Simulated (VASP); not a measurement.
# MnAgC4N4 (P-43m) in VASP: notebook

Runs on MnAgC4N4. Level: PBE. Tasks: single point.

Everything below comes from runs of VASP 6.6.1. Logs are shortened: lines on timing, memory, paths and dates and some standing lists are left out, and cuts for length are marked.

### 1 The cell of the first run

Symmetry: P-43m, No. 215, cubic system. The conventional cell has a = 6.030 Å, b = 6.030 Å, c = 6.030 Å, α = 90.00°, β = 90.00°, γ = 90.00°. Mn (site symmetry -43m) has 4 N at 2.03 Å within 2.7 Å. Within 2.7 Å of Ag (site symmetry -43m) lie 4 C at 2.02 Å. C (site symmetry 3m) has 1 N at 1.17 Å within 1.6 Å. Within 1.6 Å of N (site symmetry 3m) lie 1 C at 1.17 Å.

### 2 Single point, PBE, collinear spin, ferromagnetic start

File INCAR:

```
SYSTEM = MnAgC4N4
  PREC = Accurate
  ENCUT = 520
  EDIFF = 1E-6
  ISMEAR = 0
  SIGMA = 0.1
  LREAL = .FALSE.
  LASPH = .TRUE.
  NELM = 150
  ALGO = Normal
  ISIF = 2
  LWAVE = .FALSE.
  LCHARG = .FALSE.
  ISPIN = 2
  MAGMOM = 4 0 0 0 0 0 0 0 0 0
  LORBIT = 11
  LMAXMIX = 4
  GGA = PE
  NBANDS = 45
```

File KPOINTS:

```
regular mesh
0
G
  4 4 4
  0 0 0
```

File POSCAR:

```
MnAgC4N4
1.0
    6.0298462100      0.0000000000      0.0000000000
    0.0000000000      6.0298462100      0.0000000000
    0.0000000000      0.0000000000      6.0298462100
Mn Ag C N
1 1 4 4
Direct
    0.5000000000      0.5000000000      0.5000000000
    0.0000000000      0.0000000000      0.0000000000
    0.1936039800      0.1936039800      0.1936039800
    0.1936039800      0.8063960200      0.8063960200
    0.8063960200      0.1936039800      0.8063960200
    0.8063960200      0.8063960200      0.1936039800
    0.3056300300      0.3056300300      0.3056300300
    0.3056300300      0.6943699700      0.6943699700
    0.6943699700      0.3056300300      0.6943699700
    0.6943699700      0.6943699700      0.3056300300
```

Potentials or basis: VASP PAW PBE potentials, release 64 (Mn_pv, Ag, C, N).

Command:

```sh
$ cat potpaw_PBE.64/Mn_pv/POTCAR potpaw_PBE.64/Ag/POTCAR potpaw_PBE.64/C/POTCAR potpaw_PBE.64/N/POTCAR > POTCAR
$ mpirun -np 1 vasp_std > vasp.out
```

OUTCAR:

```text
SYSTEM = MnAgC4N4
   PREC = Accurate
   ENCUT = 520
   EDIFF = 1E-6
   ISMEAR = 0
   LREAL = .FALSE.
   LASPH = .TRUE.
   NELM = 150
   ISIF = 2
   ISPIN = 2
   LORBIT = 11
   GGA = PE

 ion  position               nearest neighbor table
   1  0.500  0.500  0.500-   7 2.03   8 2.03   9 2.03  10 2.03
   2  0.000  0.000  0.000-   3 2.02   4 2.02   5 2.02   6 2.02
   3  0.194  0.194  0.194-   7 1.17   2 2.02
   4  0.194  0.806  0.806-   8 1.17   2 2.02
   5  0.806  0.194  0.806-   9 1.17   2 2.02
   6  0.806  0.806  0.194-  10 1.17   2 2.02
   7  0.306  0.306  0.306-   3 1.17   1 2.03
   8  0.306  0.694  0.694-   4 1.17   1 2.03
   9  0.694  0.306  0.694-   5 1.17   1 2.03
  10  0.694  0.694  0.306-   6 1.17   1 2.03

  LATTYP: Found a simple cubic cell.
 ALAT       =     6.0298462100

  Lattice vectors:

 A1 = (   6.0298462100,   0.0000000000,   0.0000000000)
 A2 = (   0.0000000000,   6.0298462100,   0.0000000000)
 A3 = (   0.0000000000,   0.0000000000,   6.0298462100)

Analysis of symmetry for initial positions (statically):
=====================================================================
 Subroutine PRICEL returns:
 Original cell was already a primitive cell.

 Routine SETGRP: Setting up the symmetry group for a
 simple cubic supercell.

 Subroutine GETGRP returns: Found 24 space group operations
 (whereof 24 operations were pure point group operations)
 out of a pool of 48 trial point group operations.

The static configuration has the point symmetry T_d .

Analysis of symmetry for dynamics (positions and initial velocities):
=====================================================================
 Subroutine PRICEL returns:
 Original cell was already a primitive cell.

 Routine SETGRP: Setting up the symmetry group for a
 simple cubic supercell.

 Subroutine GETGRP returns: Found 24 space group operations
 (whereof 24 operations were pure point group operations)
 out of a pool of 48 trial point group operations.

The dynamic configuration has the point symmetry T_d .

Analysis of structural, dynamic, and magnetic symmetry:
=====================================================================
 Subroutine PRICEL returns:
 Original cell was already a primitive cell.

 Routine SETGRP: Setting up the symmetry group for a
 simple cubic supercell.

 Subroutine GETGRP returns: Found 24 space group operations
 (whereof 24 operations were pure point group operations)
 out of a pool of 48 trial point group operations.

The overall configuration has the point symmetry T_d .

 Subroutine INISYM returns: Found 24 space group operations
 (whereof 24 operations are pure point group operations),
 and found     1 'primitive' translations

----------------------------------------------------------------------------------------

                                     Primitive cell

  volume of cell :     219.2395

  direct lattice vectors                    reciprocal lattice vectors
     6.029846210  0.000000000  0.000000000     0.165841709  0.000000000  0.000000000
     0.000000000  6.029846210  0.000000000     0.000000000  0.165841709  0.000000000
     0.000000000  0.000000000  6.029846210     0.000000000  0.000000000  0.165841709

  length of vectors
     6.029846210  6.029846210  6.029846210     0.165841709  0.165841709  0.165841709

  position of ions in fractional coordinates (direct lattice)
     0.500000000  0.500000000  0.500000000
     0.000000000  0.000000000  0.000000000
     0.193603980  0.193603980  0.193603980
     0.193603980  0.806396020  0.806396020
     0.806396020  0.193603980  0.806396020
     0.806396020  0.806396020  0.193603980
     0.305630030  0.305630030  0.305630030
     0.305630030  0.694369970  0.694369970
     0.694369970  0.305630030  0.694369970
     0.694369970  0.694369970  0.305630030

  ion indices of the primitive-cell ions
   primitive index   ion index
                 1           1
                 2           2
                 3           3
                 4           4
                 5           5
                 6           6
                 7           7
                 8           8
                 9           9
                10          10

[... 48 lines left out ...]
   ISTART =      0    job   : 0-new  1-cont  2-samecut
   ICHARG =      2    charge: 1-file 2-atom 10-const
   ISPIN  =      2    spin polarized calculation?
   LNONCOLLINEAR =      F non collinear calculations
   LSORBIT =      F    spin-orbit coupling
   LASPH  =      T    aspherical Exc in radial PAW
   ENCUT  =  520.0 eV  38.22 Ry    6.18 a.u.  11.21 11.21 11.21*2*pi/ulx,y,z
   NELM   =    150;   NELMIN=  2; NELMDL= -5     # of ELM steps
   EDIFF  = 0.1E-05   stopping-criterion for ELM
   LREAL  =      F    real-space projection
   EDIFFG = 0.1E-04   stopping-criterion for IOM
   NSW    =      0    number of steps for IOM
   IBRION =     -1    ionic relax: 0-MD 1-quasi-New 2-CG
   NFREE  =      0    steps in history (QN), initial steepest desc. (CG)
   ISIF   =      2    stress and relaxation
   ISYM   =      2    0-nonsym 1-usesym 2-fastsym
   POTIM  = 0.5000    time-step for ionic-motion
   TEBEG  =    0.0;   TEEND  =   0.0 temperature during run
   PSTRESS=    0.0 pullay stress
   NELECT =      60.0000    total number of electrons
   NUPDOWN=      -1.0000    fix difference up-down
   EMIN   =  10.00;   EMAX   =-10.00  energy-range for DOS
   EFERMI =   0.00;   METHOD = LEGACY
   ISMEAR =     0;   SIGMA  =   0.10  broadening in eV -4-tet -1-fermi 0-gaus
   EFERMI_NEDOS =   21; number of points for ismear=-14 and -15
   IALGO  =     38    algorithm
   IMIX   =      4    mixing-type and parameters
     AMIX     =   0.40;   BMIX     =  1.00
     AMIX_MAG =   1.60;   BMIX_MAG =  1.00
  volume/ion in A,a.u.               =      21.92       147.95
  Fermi-wavevector in a.u.,A,eV,Ry     =   1.062884  2.008559 15.370793  1.129721
  Thomas-Fermi vector in A             =   2.198349
   LORBIT       =     11    0 simple, 1 ext, 2 COOP (PROOUT), +10 PAW based schemes
   GGA     = PE    functional components
   LHFCALC =     F    Hartree Fock is set to
   AEXX    =    0.0000 exact exchange contribution
   IVDW    =     0    specifies the selected vdW correction
   LEPSILON=     F    determine dielectric tensor
   LRPA    =     F    only Hartree local field effects (RPA)
 spin polarized calculation
 Gauss-broadening in eV      SIGMA  =   0.10
  energy-cutoff  :      520.00
  volume of cell :      219.24
 maximum number of plane-waves:      5940
 NGX is ok and might be reduce to    48
   NGX = 23   NGY = 23   NGZ = 23

 number of electron      60.0000011 magnetization       3.9996923

 Free energy of the ion-electron system (eV)
  ---------------------------------------------------
  ext. energy  EPLUGINS =         0.00000000
  ---------------------------------------------------
  free energy    TOTEN  =       -76.25820033 eV

  energy without entropy =      -76.23680644  energy(sigma->0) =      -76.24750339

 E-fermi :  -1.7743     XC(G=0):  -7.0334

 val. band max:       -1.8694172720   @ k =   0.2500   0.0000   0.0000
 cond. band min:      -1.7550347616   @ k =   0.2500   0.2500   0.2500
 fundamental gap:      0.1143825104
 Fermi energy:        -1.7742806195

 spin component 1

 k-point     1 :       0.0000    0.0000    0.0000
  band No.  band energies     occupation
      1     -51.6634      1.00000
      2     -51.6634      1.00000
      3     -51.6634      1.00000
      4     -18.6284      1.00000
      5     -18.5304      1.00000
      6     -18.5304      1.00000
[... 439 lines left out ...]
     41       4.2862      0.00000
     42       5.8044      0.00000
 Fermi energy:        -1.7742806195

 spin component 2

 k-point     1 :       0.0000    0.0000    0.0000
  band No.  band energies     occupation
      1     -47.2656      1.00000
      2     -47.2656      1.00000
      3     -47.2656      1.00000
      4     -18.6308      1.00000
      5     -18.5357      1.00000
      6     -18.5357      1.00000
[... 439 lines left out ...]
     41       4.3033      0.00000
     42       6.3820      0.00000
 [bands above 42 left out]

------------------------ aborting loop because EDIFF is reached ----------------------------------------

  FORCE on cell =-STRESS in cart. coord.  units (eV):
  Direction    XX          YY          ZZ          XY          YZ          ZX
  --------------------------------------------------------------------------------------
  -------------------------------------------------------------------------------------
  Total        3.0099363      3.0099363      3.0099363      0.0000000      0.0000000     -0.0000000
  in kB       21.9962769     21.9962769     21.9962769      0.0000000      0.0000000     -0.0000000
  external PRESSURE =      21.9962769 kB  Pullay stress =       0.0000000 kB

 VOLUME and BASIS-vectors are now :
 -----------------------------------------------------------------------------
  energy-cutoff  :      520.00
  volume of cell :      219.24
      direct lattice vectors                 reciprocal lattice vectors
     6.029846210  0.000000000  0.000000000     0.165841709  0.000000000  0.000000000
     0.000000000  6.029846210  0.000000000     0.000000000  0.165841709  0.000000000
     0.000000000  0.000000000  6.029846210     0.000000000  0.000000000  0.165841709

 POSITION                                       TOTAL-FORCE (eV/Angst)
 -----------------------------------------------------------------------------------
      3.01492      3.01492      3.01492         0.000000      0.000000     -0.000000
      0.00000      0.00000      0.00000         0.000000      0.000000      0.000000
      1.16740      1.16740      1.16740         0.237636      0.237636      0.237636
      1.16740      4.86244      4.86244         0.237636     -0.237636     -0.237636
      4.86244      1.16740      4.86244        -0.237636      0.237636     -0.237636
      4.86244      4.86244      1.16740        -0.237636     -0.237636      0.237636
      1.84290      1.84290      1.84290         0.822814      0.822814      0.822814
      1.84290      4.18694      4.18694         0.822814     -0.822814     -0.822814
      4.18694      1.84290      4.18694        -0.822814      0.822814     -0.822814
      4.18694      4.18694      1.84290        -0.822814     -0.822814      0.822814
 -----------------------------------------------------------------------------------
    total drift:                                0.000000      0.000000     -0.000000

  FREE ENERGIE OF THE ION-ELECTRON SYSTEM (eV)
  ---------------------------------------------------
  free  energy   TOTEN  =       -76.2582003341 eV

  energy  without entropy=      -76.2368064432  energy(sigma->0) =      -76.24750339

 total charge

# of ion       s       p       d       tot
------------------------------------------
    1        0.258   6.261   4.821  11.339
    2        0.497   0.721   8.987  10.206
    3        0.971   1.589   0.000   2.560
    4        0.971   1.589   0.000   2.560
    5        0.971   1.589   0.000   2.560
    6        0.971   1.589   0.000   2.560
    7        1.303   2.601   0.000   3.904
    8        1.303   2.601   0.000   3.904
    9        1.303   2.601   0.000   3.904
   10        1.303   2.601   0.000   3.904
--------------------------------------------------
tot          9.849  23.742  13.808  47.399

 magnetization (x)

# of ion       s       p       d       tot
------------------------------------------
    1        0.022   0.057   3.959   4.037
    2       -0.000  -0.050  -0.158  -0.208
    3       -0.003   0.013   0.000   0.010
    4       -0.003   0.013   0.000   0.010
    5       -0.003   0.013   0.000   0.010
    6       -0.003   0.013   0.000   0.010
    7        0.003  -0.038   0.000  -0.035
    8        0.003  -0.038   0.000  -0.035
    9        0.003  -0.038   0.000  -0.035
   10        0.003  -0.038   0.000  -0.035
--------------------------------------------------
tot          0.023  -0.094   3.801   3.729
```

Wall time 3.3 min (1 thread of Intel Xeon Platinum 8559C (Emerald Rapids), shared host); peak memory 0.49 GiB.

What came out:

| Quantity | Value |
| --- | --- |
| Free energy | -76.2582 eV |
| Pressure | 2.2 GPa |
| Largest force | 1.425 eV/Å |
| Band gap on the k mesh | zero (filled and empty bands overlap) |
| Net moment | 4.00 μB per cell |
| Site moments | Mn +4.04; Ag -0.21; C +0.01; N -0.04 μB |
| Valence electrons inside the program's atomic spheres | Mn 11.34; Ag 10.21; C 2.56; N 3.90 |

Forces in eV/Å, atoms in the order of the input:
```
Mn   0.000  0.000  0.000
Ag   0.000  0.000  0.000
C    0.238  0.238  0.238
C    0.238 -0.238 -0.238
C   -0.238  0.238 -0.238
C   -0.238 -0.238  0.238
N    0.823  0.823  0.823
N    0.823 -0.823 -0.823
N   -0.823  0.823 -0.823
N   -0.823 -0.823  0.823
```

Caveat: a cell with one magnetic atom can't hold antiferromagnetic order, which such compounds often take; forces of over 1 eV/Å act on the atoms, so gaps and moduli don't describe the material at rest. With open d or f shells a metallic result of PBE can be an artefact of self-interaction; +U or a hybrid may open a gap.

### 3 Single point, PBE, collinear spin, ferromagnetic start

This run uses another cell than the first one, of 22.41 Å³/atom.

File INCAR:

```
SYSTEM = MnAgC4N4
ALGO = Normal
EDIFF = 1E-6
ENCUT = 520
GGA = PE
ISIF = 2
ISMEAR = 0
ISPIN = 2
LASPH = .True.
LCHARG = .True.
LELF = .True.
LMAXMIX = 4
LORBIT = 11
LREAL = .False.
LVHAR = .True.
LWAVE = .False.
MAGMOM = 4 0 0 0 0 0 0 0 0 0
NBANDS = 45
NELM = 150
PREC = Accurate
SIGMA = 0.1
```

File KPOINTS:

```
k-points
0
Gamma
  4 4 4
  0 0 0
```

File POSCAR:

```
MnAgC4N4
1.0
    6.0742094406      0.0000000000      0.0000000000
    0.0000000000      6.0742094406      0.0000000000
    0.0000000000      0.0000000000      6.0742094406
Mn Ag C N
1 1 4 4
Direct
    0.5000000000      0.5000000000      0.5000000000
    0.0000000000      0.0000000000      0.0000000000
    0.2027893628      0.2027893628      0.2027893628
    0.2027893628      0.7972106372      0.7972106372
    0.7972106372      0.2027893628      0.7972106372
    0.7972106372      0.7972106372      0.2027893628
    0.3144789561      0.3144789561      0.3144789561
    0.3144789561      0.6855210439      0.6855210439
    0.6855210439      0.3144789561      0.6855210439
    0.6855210439      0.6855210439      0.3144789561
```

Potentials or basis: VASP PAW PBE potentials, release 64 (Mn_pv, Ag, C, N).

Command:

```sh
$ cat potpaw_PBE.64/Mn_pv/POTCAR potpaw_PBE.64/Ag/POTCAR potpaw_PBE.64/C/POTCAR potpaw_PBE.64/N/POTCAR > POTCAR
$ mpirun -np 1 vasp_std > vasp.out
```

OUTCAR:

```text
SYSTEM = MnAgC4N4
   EDIFF = 1E-6
   ENCUT = 520
   GGA = PE
   ISIF = 2
   ISMEAR = 0
   ISPIN = 2
   LASPH = .True.
   LORBIT = 11
   LREAL = .False.
   NELM = 150
   PREC = Accurate

 ion  position               nearest neighbor table
   1  0.500  0.500  0.500-   7 1.95   8 1.95   9 1.95  10 1.95
   2  0.000  0.000  0.000-   3 2.13   4 2.13   5 2.13   6 2.13
   3  0.203  0.203  0.203-   7 1.18   2 2.13
   4  0.203  0.797  0.797-   8 1.18   2 2.13
   5  0.797  0.203  0.797-   9 1.18   2 2.13
   6  0.797  0.797  0.203-  10 1.18   2 2.13
   7  0.314  0.314  0.314-   3 1.18   1 1.95
   8  0.314  0.686  0.686-   4 1.18   1 1.95
   9  0.686  0.314  0.686-   5 1.18   1 1.95
  10  0.686  0.686  0.314-   6 1.18   1 1.95

  LATTYP: Found a simple cubic cell.
[... 1140 lines left out ...]
      4.16400      1.91021      4.16400        -0.207368      0.207368     -0.207368
      4.16400      4.16400      1.91021        -0.207368     -0.207368      0.207368
 -----------------------------------------------------------------------------------
    total drift:                                0.000000      0.000000     -0.000000

  FREE ENERGIE OF THE ION-ELECTRON SYSTEM (eV)
  ---------------------------------------------------
  free  energy   TOTEN  =       -76.6360473612 eV

  energy  without entropy=      -76.6129151485  energy(sigma->0) =      -76.62448125

 total charge

# of ion       s       p       d       tot
------------------------------------------
    1        0.300   6.330   4.857  11.487
    2        0.410   0.526   9.019   9.954
    3        0.970   1.555   0.000   2.526
    4        0.970   1.555   0.000   2.526
    5        0.970   1.555   0.000   2.526
    6        0.970   1.555   0.000   2.526
    7        1.304   2.609   0.000   3.914
    8        1.304   2.609   0.000   3.914
    9        1.304   2.609   0.000   3.914
   10        1.304   2.609   0.000   3.914
--------------------------------------------------
tot          9.807  23.515  13.876  47.199

 magnetization (x)

# of ion       s       p       d       tot
------------------------------------------
    1        0.020   0.068   3.735   3.823
    2       -0.000  -0.029  -0.133  -0.162
    3        0.000   0.031   0.000   0.032
    4        0.000   0.031   0.000   0.032
    5        0.000   0.031   0.000   0.032
    6        0.000   0.031   0.000   0.032
    7        0.004  -0.035   0.000  -0.031
    8        0.004  -0.035   0.000  -0.031
    9        0.004  -0.035   0.000  -0.031
   10        0.004  -0.035   0.000  -0.031
--------------------------------------------------
tot          0.037   0.024   3.603   3.663
```

stdout:

```text
POSCAR found type information on POSCAR MnAgC N
 POSCAR found :  4 types and      10 ions
 scaLAPACK will be used
 LDA part: xc-table for (Slater+PW92), standard interpolation
 POSCAR, INCAR and KPOINTS ok, starting setup
 FFT: planning ... GRIDC
 FFT: planning ... GRID_SOFT
 FFT: planning ... GRID
 WAVECAR not read
 entering main loop
```

Run time: 3.5 min. Hardware: 1 thread of Intel Xeon Platinum 8559C (Emerald Rapids), shared host; peak memory 0.5 GiB.

Results:

```yaml
Free_energy: -76.6360 eV
Pressure: 0.7 GPa
Largest_force: 0.359 eV/Å
Band_gap_on_the_k_mesh: zero (filled and empty bands overlap)
Net_moment: 4.00 μB per cell
Site_moments: Mn +3.82; Ag -0.16; C +0.03; N -0.03 μB
Valence_electrons_inside_the_program's_atomic_spheres: Mn 11.49; Ag 9.95; C 2.53; N 3.91
```

Forces in eV/Å, atoms in the order of the input:
```
Mn   0.000  0.000  0.000
Ag   0.000  0.000  0.000
C   -0.184 -0.184 -0.184
C   -0.184  0.184  0.184
C    0.184 -0.184  0.184
C    0.184  0.184 -0.184
N    0.207  0.207  0.207
N    0.207 -0.207 -0.207
N   -0.207  0.207 -0.207
N   -0.207 -0.207  0.207
```

Caveat: a cell with one magnetic atom can't hold antiferromagnetic order, which such compounds often take.

The gap in the log of VASP goes by the Fermi energy; the results here count the filled bands.